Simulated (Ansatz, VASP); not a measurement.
**Two plane-wave programs on Zn**

The input INCAR:

```
PREC     = Accurate       # precision mode
ENCUT    = 600            # plane-wave cutoff, eV
EDIFF    = 1E-6           # SCF threshold, eV
ISMEAR   = 0              # smearing method
SIGMA    = 0.1            # smearing width, eV
LREAL    = F              # projectors in reciprocal space
LASPH    = T              # aspherical terms in the spheres
NELM     = 60             # most SCF steps
ALGO     = Normal         # electronic algorithm
ISIF     = 3              # what is computed and relaxed
LWAVE    = F              # write WAVECAR
LCHARG   = F              # write CHGCAR
GGA      = PE             # functional
IBRION   = 2              # ionic algorithm
NSW      = 80             # ionic steps
EDIFFG   = -0.1           # ionic threshold
```

KPOINTS

```
Automatic mesh
0
Gamma
  10 10 4
```

POSCAR

```
Zn
1.0
    2.6700000000      0.0000000000      0.0000000000
   -1.3350000000      2.3122878300      0.0000000000
    0.0000000000      0.0000000000      4.9660000000
Zn
2
Direct
    0.3333333333      0.6666666667      0.2500000000
    0.6666666667      0.3333333333      0.7500000000
```

Input for Ansatz:

```yaml
crystal:
  lattice:
    - [2.67, 0.0, 0.0]
    - [-1.335, 2.31228783, 0.0]
    - [0.0, 0.0, 4.966]
  atoms:
    - { symbol: Zn, position: [0.3333333333333333, 0.6666666666666666, 0.25] }
    - { symbol: Zn, position: [0.6666666666666666, 0.3333333333333333, 0.75] }
kpoints:
  mp_grid:
    grid: [10, 10, 4]
hamiltonian:
  xc: pbe
  dispersion: none
scf:
  convergence:
    dr2_threshold: 1.0e-07
  mixing:
    algorithm: msr1
    beta: 0.4
    ndim: 6
  occupations:
    method: gaussian
relax:
  f_tol: 0.1
  density_extrapolation: none
  cell: {}
```

Alike in both runs: task relaxation of cell and atoms; functional PBE; k mesh 10 × 10 × 4; no spin polarisation.

```csv
,VASP,Ansatz
version,VASP 6.6.1,Ansatz 0.2.0
potentials or method,"VASP PAW PBE potentials, release 64 (Zn)","plane waves, PAW"
plane-wave cutoff (eV),600,420
occupations,"gaussian, width 0.1 eV",gaussian
valence electrons in the cell,24,24
```

Ansatz gave:

```
relaxed volume (Å³/atom)                                        : 15.07
relaxed length of the cell vector where the two differ most in proportion (Å) : 4.897
```

Q: Which values does VASP return?

A: Relaxed volume (Å³/atom): 15.16; relaxed length of the cell vector where the two differ most in proportion (Å): 4.924.

Ansatz's warnings: stress scf threshold loose.
